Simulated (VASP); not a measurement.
A run of VASP 6.6.1:

Contents of POSCAR:

```
TiNi
1.0
    2.9670539592      0.0000000000      0.0000000000
    0.0000000000      2.9670539592      0.0000000000
    0.0000000000      0.0000000000      3.0336213415
Ti Ni
1 1
Direct
    0.5000000000      0.5000000000      0.5000000000
    0.0000000000      0.0000000000      0.0000000000
```

The input INCAR.step1:

```
ALGO = Normal
EDIFF = 1E-4
ENCUT = 520
GGA = PE
ISMEAR = 0
LASPH = True
LCHARG = False
LREAL = False
LWAVE = True
NBANDS = 18
NELM = 60
PREC = Accurate
SIGMA = 0.1
```

File INCAR.step2:

```
ALGO = Normal
EDIFF = 1E-6
ENCUT = 520
ISIF = 2
ISMEAR = 0
ISTART = 1
LASPH = True
LCHARG = False
LMIXTAU = True
LREAL = False
LWAVE = False
METAGGA = R2SCAN
NBANDS = 18
NELM = 60
PREC = Accurate
SIGMA = 0.1
```

The input KPOINTS:

```
k-points
0
Gamma
  18 18 18
```

Potentials or basis: VASP PAW PBE potentials, release 64 (Ti_sv, Ni).

The run is started by

```console
$ cat potpaw_PBE.64/Ti_sv/POTCAR potpaw_PBE.64/Ni/POTCAR > POTCAR
$ cp INCAR.step1 INCAR
$ mpirun -np 1 vasp_std > vasp.out
$ cp INCAR.step2 INCAR
$ mpirun -np 1 vasp_std > vasp.out
```

Hardware: 1 thread of Intel(R) Xeon(R) Platinum 8259CL CPU @ 2.50GHz (Skylake/Cascade Lake), on a shared host.

Question: How long does it take, and how much memory?

Answer: Wall time 9.7 min on 1 thread of Intel(R) Xeon(R) Platinum 8259CL CPU @ 2.50GHz (Skylake/Cascade Lake), with other jobs on the host, peak memory 0.38 GiB. Counts: k points 550.
